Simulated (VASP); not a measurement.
# BeMo (Fm-3m) in VASP: a series of runs, part 2 of 2

VASP 6.6.1. Earlier steps stand in the parts before.

## 3. Single point, PBE

This run uses another cell than the first one, of 11.33 Å³/atom, 0.923 times its volume.

The input, INCAR:

```
SYSTEM = BeMo
PREC = Accurate
ENCUT = 520
EDIFF = 1E-6
ISMEAR = 0
SIGMA = 0.1
LREAL = .FALSE.
LASPH = .TRUE.
NELM = 100
ALGO = Normal
ISIF = 2
LWAVE = .FALSE.
LCHARG = .TRUE.
GGA = PE
LELF = .TRUE.
LVHAR = .TRUE.
NBANDS = 15
```

The input, KPOINTS:

```
Automatic mesh
0
G
  8 8 8
  0 0 0
```

The input, POSCAR:

```
BeMo
1.0
    0.0000000000      2.2458670416      2.2458670416
    2.2458670416      0.0000000000      2.2458670416
    2.2458670416      2.2458670416      0.0000000000
Be Mo
1 1
Direct
    0.0000000000      0.0000000000      0.0000000000
    0.5000000000      0.5000000000      0.5000000000
```

Potentials or basis: VASP PAW PBE potentials, release 64 (Be, Mo_sv).

On the command line:

```console
$ cat potpaw_PBE.64/Be/POTCAR potpaw_PBE.64/Mo_sv/POTCAR > POTCAR
$ mpirun -np 1 vasp_std > vasp.out
```

OUTCAR:

```text
SYSTEM = BeMo
   PREC = Accurate
   ENCUT = 520
   EDIFF = 1E-6
   ISMEAR = 0
   LREAL = .FALSE.
   LASPH = .TRUE.
   NELM = 100
   ISIF = 2
   GGA = PE

 ion  position               nearest neighbor table
   1  0.000  0.000  0.000-   2 2.25   2 2.25   2 2.25   2 2.25   2 2.25   2 2.25
   2  0.500  0.500  0.500-   1 2.25   1 2.25   1 2.25   1 2.25   1 2.25   1 2.25

  LATTYP: Found a face centered cubic cell.
 ALAT       =     4.4917340832

  Lattice vectors:

 A1 = (   0.0000000000,   2.2458670416,   2.2458670416)
 A2 = (   2.2458670416,   0.0000000000,   2.2458670416)
 A3 = (   2.2458670416,   2.2458670416,   0.0000000000)

Analysis of symmetry for initial positions (statically):
=====================================================================
 Subroutine PRICEL returns:
 Original cell was already a primitive cell.

 Routine SETGRP: Setting up the symmetry group for a
 face centered cubic supercell.

 Subroutine GETGRP returns: Found 48 space group operations
 (whereof 48 operations were pure point group operations)
 out of a pool of 48 trial point group operations.

The static configuration has the point symmetry O_h .

Analysis of symmetry for dynamics (positions and initial velocities):
=====================================================================
 Subroutine PRICEL returns:
 Original cell was already a primitive cell.

 Routine SETGRP: Setting up the symmetry group for a
 face centered cubic supercell.

 Subroutine GETGRP returns: Found 48 space group operations
 (whereof 48 operations were pure point group operations)
 out of a pool of 48 trial point group operations.

The dynamic configuration has the point symmetry O_h .

 Subroutine INISYM returns: Found 48 space group operations
 (whereof 48 operations are pure point group operations),
 and found     1 'primitive' translations

----------------------------------------------------------------------------------------

                                     Primitive cell

  volume of cell :      22.6559

  direct lattice vectors                    reciprocal lattice vectors
     0.000000000  2.245867042  2.245867042    -0.222631167  0.222631167  0.222631167
     2.245867042  0.000000000  2.245867042     0.222631167 -0.222631167  0.222631167
     2.245867042  2.245867042  0.000000000     0.222631167  0.222631167 -0.222631167

  length of vectors
     3.176135630  3.176135630  3.176135630     0.385608492  0.385608492  0.385608492

  position of ions in fractional coordinates (direct lattice)
     0.000000000  0.000000000  0.000000000
     0.500000000  0.500000000  0.500000000

  ion indices of the primitive-cell ions
   primitive index   ion index
                 1           1
                 2           2

----------------------------------------------------------------------------------------

 KPOINTS: Automatic mesh

Automatic generation of k-mesh.
 Grid dimensions read from file:
 generate k-points for:    8    8    8

 Generating k-lattice:

  Cartesian coordinates                     Fractional coordinates (reciprocal lattice)
    -0.027828896  0.027828896  0.027828896     0.125000000  0.000000000  0.000000000
     0.027828896 -0.027828896  0.027828896     0.000000000  0.125000000  0.000000000
     0.027828896  0.027828896 -0.027828896     0.000000000  0.000000000  0.125000000

  Length of vectors
     0.048201062  0.048201062  0.048201062

  Shift w.r.t. Gamma in fractional coordinates (k-lattice)
     0.000000000  0.000000000  0.000000000

 Subroutine IBZKPT returns following result:
 ===========================================

 Found     29 irreducible k-points:

 Following reciprocal coordinates:
            Coordinates               Weight
  0.000000  0.000000  0.000000      1.000000
  0.125000  0.000000  0.000000      8.000000
  0.250000  0.000000  0.000000      8.000000
  0.375000  0.000000  0.000000      8.000000
  0.500000  0.000000  0.000000      4.000000
  0.125000  0.125000  0.000000      6.000000
[... 16 lines left out ...]
  0.500000  0.250000  0.125000     48.000000
 -0.375000  0.250000  0.125000     24.000000
 [... further k-points ...]
   k-points           NKPTS =     29   k-points in BZ     NKDIM =     29   number of bands    NBANDS=     15
   number of dos      NEDOS =    301   number of ions     NIONS =      2
   total plane-waves  NPLWV =  13824
   dimension x,y,z NGX =    24 NGY =   24 NGZ =   24
   dimension x,y,z NGXF=    48 NGYF=   48 NGZF=   48
   ions per type =               1   1
   NGX,Y,Z   is equivalent  to a cutoff of  12.56, 12.56, 12.56 a.u.
   NGXF,Y,Z  is equivalent  to a cutoff of  25.12, 25.12, 25.12 a.u.
 SYSTEM =  BeMo
   PREC   = accura    normal or accurate (medium, high low for compatibility)
   ISTART =      0    job   : 0-new  1-cont  2-samecut
   ICHARG =      2    charge: 1-file 2-atom 10-const
   ISPIN  =      1    spin polarized calculation?
   LNONCOLLINEAR =      F non collinear calculations
   LSORBIT =      F    spin-orbit coupling
   LASPH  =      T    aspherical Exc in radial PAW
   ENCUT  =  520.0 eV  38.22 Ry    6.18 a.u.   5.91  5.91  5.91*2*pi/ulx,y,z
   NELM   =    100;   NELMIN=  2; NELMDL= -5     # of ELM steps
   EDIFF  = 0.1E-05   stopping-criterion for ELM
   LREAL  =      F    real-space projection
   EDIFFG = 0.1E-04   stopping-criterion for IOM
   NSW    =      0    number of steps for IOM
   IBRION =     -1    ionic relax: 0-MD 1-quasi-New 2-CG
   NFREE  =      0    steps in history (QN), initial steepest desc. (CG)
   ISIF   =      2    stress and relaxation
   ISYM   =      2    0-nonsym 1-usesym 2-fastsym
   POTIM  = 0.5000    time-step for ionic-motion
   TEBEG  =    0.0;   TEEND  =   0.0 temperature during run
   PSTRESS=    0.0 pullay stress
   NELECT =      16.0000    total number of electrons
   NUPDOWN=      -1.0000    fix difference up-down
   EMIN   =  10.00;   EMAX   =-10.00  energy-range for DOS
[... 5 lines left out ...]
     AMIX     =   0.40;   BMIX     =  1.00
     AMIX_MAG =   1.60;   BMIX_MAG =  1.00
  volume/ion in A,a.u.               =      11.33        76.44
  Fermi-wavevector in a.u.,A,eV,Ry     =   1.457877  2.754987 28.917882  2.125404
  Thomas-Fermi vector in A             =   2.574627
   LORBIT       =      0    0 simple, 1 ext, 2 COOP (PROOUT), +10 PAW based schemes
   GGA     = PE    functional components
   LHFCALC =     F    Hartree Fock is set to
[... 5 lines left out ...]
 Gauss-broadening in eV      SIGMA  =   0.10
  energy-cutoff  :      520.00
  volume of cell :       22.66
 maximum number of plane-waves:       620
   NGX = 11   NGY = 11   NGZ = 11

 number of electron      16.0000001 magnetization

 Free energy of the ion-electron system (eV)
  ---------------------------------------------------
  ext. energy  EPLUGINS =         0.00000000
  ---------------------------------------------------
  free energy    TOTEN  =       -14.03692421 eV

  energy without entropy =      -14.03261709  energy(sigma->0) =      -14.03477065

 E-fermi :  10.2013     XC(G=0): -12.6084

 val. band max:       10.1677235736   @ k =   0.2500   0.1250   0.0000
 cond. band min:      10.2272301952   @ k =   0.2500   0.2500   0.0000
 fundamental gap:      0.0595066217
 Fermi energy:        10.2012818152

 k-point     1 :       0.0000    0.0000    0.0000
  band No.  band energies     occupation
      1     -50.2858      2.00000
      2     -24.1764      2.00000
      3     -24.1764      2.00000
      4     -24.1764      2.00000
      5       2.3539      2.00000
      6       9.3366      2.00000
      7       9.3366      2.00000
      8       9.3366      2.00000
      9      10.6545      0.00000
     10      10.6545      0.00000
     11      17.0019      0.00000
     12      17.0019      0.00000
     13      17.0019      0.00000
     14      21.6472      0.00000
     15      31.4363      0.00000
[... 397 lines left out ...]
 k-point    24 :      -0.3750    0.2500    0.1250
  band No.  band energies     occupation
      1     -50.2206      2.00000
      2     -24.5824      2.00000
      3     -24.3641      2.00000
      4     -24.2768      2.00000
      5       5.9564      2.00000
      6       6.8155      2.00000
      7       8.1631      2.00000
      8       8.4560      2.00000
      9      12.2075      0.00000
     10      13.4149      0.00000
     11      14.6918      0.00000
     12      19.7099      0.00000
     13      20.7237      0.00000
     14      22.9515      0.00000
     15      26.1199      0.00000

 [... further k-points ...]
[... 5 lines left out ...]
  --------------------------------------------------------------------------------------
  -------------------------------------------------------------------------------------
  Total        2.4461408      2.4461408      2.4461408      0.0000000      0.0000000      0.0000000
  in kB      172.9855831    172.9855831    172.9855831      0.0000000      0.0000000      0.0000000
  external PRESSURE =     172.9855831 kB  Pullay stress =       0.0000000 kB

 VOLUME and BASIS-vectors are now :
 -----------------------------------------------------------------------------
  energy-cutoff  :      520.00
  volume of cell :       22.66
      direct lattice vectors                 reciprocal lattice vectors
     0.000000000  2.245867042  2.245867042    -0.222631167  0.222631167  0.222631167
     2.245867042  0.000000000  2.245867042     0.222631167 -0.222631167  0.222631167
     2.245867042  2.245867042  0.000000000     0.222631167  0.222631167 -0.222631167

 POSITION                                       TOTAL-FORCE (eV/Angst)
 -----------------------------------------------------------------------------------
      0.00000      0.00000      0.00000        -0.000000     -0.000000     -0.000000
      2.24587      2.24587      2.24587         0.000000      0.000000      0.000000
 -----------------------------------------------------------------------------------
    total drift:                               -0.000000     -0.000000      0.000000

  FREE ENERGIE OF THE ION-ELECTRON SYSTEM (eV)
  ---------------------------------------------------
  free  energy   TOTEN  =       -14.0369242061 eV

  energy  without entropy=      -14.0326170865  energy(sigma->0) =      -14.03477065
```

OSZICAR:

```text
N       E                     dE             d eps       ncg     rms          rms(c)
DAV:   1     0.121877080300E+03    0.12188E+03   -0.98814E+03   870   0.107E+03
DAV:   2    -0.142869277143E+02   -0.13616E+03   -0.13098E+03  1052   0.322E+02
DAV:   3    -0.161240210816E+02   -0.18371E+01   -0.18312E+01  1024   0.386E+01
DAV:   4    -0.161300642205E+02   -0.60431E-02   -0.60428E-02  1094   0.252E+00
DAV:   5    -0.161301088243E+02   -0.44604E-04   -0.44603E-04  1017   0.195E-01    0.213E+01
DAV:   6    -0.140703407899E+02    0.20598E+01   -0.32674E+00   996   0.197E+01    0.230E+00
DAV:   7    -0.140433553761E+02    0.26985E-01   -0.93887E-02   996   0.235E+00    0.142E+00
DAV:   8    -0.140367916732E+02    0.65637E-02   -0.85217E-03  1045   0.104E+00    0.309E-01
DAV:   9    -0.140369363562E+02   -0.14468E-03   -0.39830E-04  1024   0.221E-01    0.603E-02
DAV:  10    -0.140369244188E+02    0.11937E-04   -0.78661E-05   996   0.877E-02    0.158E-02
DAV:  11    -0.140369242061E+02    0.21268E-06   -0.13525E-06   793   0.125E-02
   1 F= -.14036924E+02 E0= -.14034771E+02  d E =-.430712E-02
```

stdout:

```text
POSCAR found type information on POSCAR BeMo
 POSCAR found :  2 types and       2 ions
 scaLAPACK will be used
 LDA part: xc-table for (Slater+PW92), standard interpolation
 POSCAR, INCAR and KPOINTS ok, starting setup
 FFT: planning ... GRIDC
 FFT: planning ... GRID_SOFT
 FFT: planning ... GRID
 WAVECAR not read
 entering main loop
```

Run time: 4.6 s. Hardware: 1 thread of Intel Xeon 6975P-C (Granite Rapids), shared host; peak memory 0.14 GiB.

Results:

- Free energy: -14.0369 eV
- Pressure: 17.3 GPa
- Band gap on the k mesh: zero (band 8 reaches 12.00 eV, above the bottom of band 9 at 9.53 eV)

Levels at points of the mesh, in eV from the Fermi level:
```tsv
k point	band 4	band 5	band 6	band 7	band 8	band 9	band 10	band 11	band 12	band 13
(0.00, 0.00, 0.00)	-34.38	-7.85	-0.86	-0.86	-0.86	0.45	0.45	6.80	6.80	6.80
(0.50, 0.00, 0.00)	-34.44	-5.35	-2.48	-2.48	-1.56	2.16	2.16	5.04	10.29	13.40
(0.50, 0.50, 0.00)	-34.55	-5.09	-3.34	-1.00	1.80	2.88	2.88	3.88	3.88	8.03
```

## 4. Relaxation of cell and atoms, PBE

This run uses another cell than the first one, of 11.33 Å³/atom, 0.923 times its volume.

The input, INCAR:

```
ALGO = Normal
EDIFF = 1E-6
EDIFFG = -0.04
ENCUT = 600
GGA = PE
IBRION = 2
ISIF = 3
ISMEAR = 0
LASPH = True
LCHARG = False
LREAL = False
LWAVE = False
NELM = 60
NSW = 90
PREC = Accurate
SIGMA = 0.1
```

The input, KPOINTS:

```
k-points
0
Gamma
  6 6 6
```

POSCAR is that of step 3.

On the command line:

```console
$ cat potpaw_PBE.64/Be/POTCAR potpaw_PBE.64/Mo_sv/POTCAR > POTCAR
$ mpirun -np 1 vasp_std > vasp.out
```

Run time: 13 s. Hardware: 1 thread of Intel Xeon 6975P-C (Granite Rapids), shared host; peak memory 0.16 GiB.

Results (log left out):

```
Free energy                            : -14.1256 eV
Relaxed volume                         : 12.29 Å³/atom
Relaxed cell                           : a = 3.264 Å, b = 3.264 Å, c = 3.264 Å, α = 60.00°, β = 60.00°, γ = 60.00°
Space group after relaxing (to 0.05 Å) : Fm-3m (No. 225)
Energy gained by relaxing              : 47.8 meV/atom
Ionic steps                            : 3
Pressure after relaxing                : -0.2 GPa
Band gap on the k mesh                 : zero (band 8 reaches 10.75 eV, above the bottom of band 9 at 8.74 eV)
```

The path:
| step | energy change (eV) | largest force (eV/Å) | pressure (GPa) | volume (Å³) |
| --- | --- | --- | --- | --- |
| 1 | 0.0000 | 0.0000 | 17.33 | 22.66 |
| 2 | 0.0148 | 0.0000 | -13.84 | 26.92 |
| 3 | -0.0956 | 0.0000 | -0.24 | 24.59 |

Final structure:
```xyz
2
Lattice="0.0000 2.3079 2.3079 2.3079 0.0000 2.3079 2.3079 2.3079 0.0000" Properties=species:S:1:pos:R:3 pbc="T T T"
Be    0.0000    0.0000    0.0000
Mo    2.3079    2.3079    2.3079
```

Levels at points of the mesh, in eV from the Fermi level:
```csv
k point,band 6,band 7,band 8,band 9,band 10,band 11
"(0.00, 0.00, 0.00)",-0.77,-0.77,-0.77,0.37,0.37,6.56
"(0.50, 0.00, 0.00)",-2.26,-2.26,-1.77,1.89,1.89,4.44
"(0.50, 0.50, 0.00)",-2.99,-1.07,1.56,2.52,2.52,3.64
```

Caveat: the k points lie up to 0.39 Å⁻¹ apart in the final cell.

## 5. Single point, PBE

The input, INCAR:

```
SYSTEM = BeMo
PREC     = Accurate       ! precision mode
ENCUT    = 520            ! plane-wave cutoff, eV
EDIFF    = 1E-7           ! SCF threshold, eV
ISMEAR   = 0              ! smearing method
SIGMA    = 0.1            ! smearing width, eV
LREAL    = .FALSE.        ! projectors in reciprocal space
LASPH    = .TRUE.         ! aspherical terms in the spheres
NELM     = 80             ! most SCF steps
ALGO     = Normal         ! electronic algorithm
ISIF     = 2              ! what is computed and relaxed
LWAVE    = .FALSE.        ! write WAVECAR
LCHARG   = .FALSE.        ! write CHGCAR
GGA      = PE             ! functional
NBANDS   = 15             ! bands
```

The input, KPOINTS:

```
Automatic mesh
0
G
  20 20 20
  0 0 0
```

The input, POSCAR:

```
BeMo
1.0
    0.0000000000      2.3050061723      2.3050061723
    2.3050061723      0.0000000000      2.3050061723
    2.3050061723      2.3050061723      0.0000000000
Be Mo
1 1
Direct
    0.0000000000      0.0000000000      0.0000000000
    0.5000000000      0.5000000000      0.5000000000
```

On the command line:

```console
$ cat potpaw_PBE.64/Be/POTCAR potpaw_PBE.64/Mo_sv/POTCAR > POTCAR
$ mpirun -np 1 vasp_std > vasp.out
```

Run time: 28 s. Hardware: 1 thread of Intel Xeon 6975P-C (Granite Rapids), shared host; peak memory 0.21 GiB.

It converged, with:

```yaml
Free_energy: -14.1360 eV
Pressure: 0.3 GPa
Band_gap_on_the_k_mesh: zero (band 8 reaches 10.81 eV, above the bottom of band 9 at 8.72 eV)
```

Levels at points of the mesh, in eV from the Fermi level:
```tsv
k point	band 4	band 5	band 6	band 7	band 8	band 9	band 10	band 11	band 12	band 13
(0.00, 0.00, 0.00)	-34.54	-7.63	-0.79	-0.79	-0.79	0.36	0.36	6.55	6.55	6.55
(0.50, 0.00, 0.00)	-34.58	-5.01	-2.29	-2.29	-1.78	1.89	1.89	4.45	9.95	12.76
(0.50, 0.50, 0.00)	-34.67	-4.85	-3.02	-1.09	1.55	2.53	2.53	3.63	3.63	7.14
```

## 6. Overview

```csv
task,cell,k mesh,cutoff (eV),gap on the mesh (eV),pressure (GPa)
single point,"a = 3.262 Å, angles 60.0°, 2 atoms",6 × 6 × 6,520,none,0.2
single point,"a = 3.176 Å, angles 60.0°, 2 atoms",8 × 8 × 8,520,none,17.3
relaxation of cell and atoms,"relaxed from a = 3.176 Å, angles 60.0°, 2 atoms",6 × 6 × 6,600,none,-0.2
single point,"a = 3.260 Å, angles 60.0°, 2 atoms",20 × 20 × 20,520,none,0.3
```

Alike in all rows: level PBE; potentials or basis VASP PAW PBE potentials, release 64 (Be, Mo_sv); no spin polarisation; smearing gaussian 0.1 eV.

Caveats: some runs use coarse meshes.

Absolute energies hang on the potentials; compare differences alone.
